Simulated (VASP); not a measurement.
Wanted: the native input for a VASP 6.6.1 run.

| Item | Value |
| --- | --- |
| Task | single point |
| Functional | PBE |
| Potentials or basis | VASP PAW PBE potentials, release 64 (W_sv) |
| Cutoff | 520 eV |
| k mesh | 2 × 2 × 2 |
| Occupations | fermi-dirac, width 0.1 eV |
| Spin | no spin polarisation |
| Dipole correction | no |
| Further INCAR settings | ALGO = Normal; EDIFF = 1e-07; NBANDS = 13 |

The structure of W lies in POSCAR:

```
W
1.0
   -1.5921723362      1.5921723362      1.5921723362
    1.5921723362     -1.5921723362      1.5921723362
    1.5921723362      1.5921723362     -1.5921723362
W
1
Direct
    0.0000000000      0.0000000000      0.0000000000
```

One way to write it, as run:

INCAR

```
SYSTEM = W
PREC = Accurate ; ENCUT = 520
EDIFF = 1E-7 ; ISMEAR = -1
SIGMA = 0.1 ; LREAL = .FALSE.
LASPH = .TRUE. ; NELM = 60
ALGO = Normal ; ISIF = 2
LWAVE = .FALSE. ; LCHARG = .FALSE.
GGA = PE ; NBANDS = 13
```

KPOINTS

```
Automatic mesh
0
G
  2 2 2
  0 0 0
```

Potentials or basis: VASP PAW PBE potentials, release 64 (W_sv).

Launch:

```bash
$ cat potpaw_PBE.64/W_sv/POTCAR > POTCAR
$ mpirun -np 1 vasp_std > vasp.out
```

Results of the run:

* Pressure: 11.6 GPa
* Band gap on the k mesh: zero (band 7 reaches 15.82 eV, above the bottom of band 8 at 9.71 eV)

Caveat: the k points lie up to 1.40 Å⁻¹ apart; spin-orbit coupling is left out, which moves the levels of the heavy elements.

Wall time 4.6 s on 1 thread of Intel(R) Xeon(R) Platinum 8259CL CPU @ 2.50GHz (Skylake/Cascade Lake), on a shared host, peak memory 0.14 GiB.
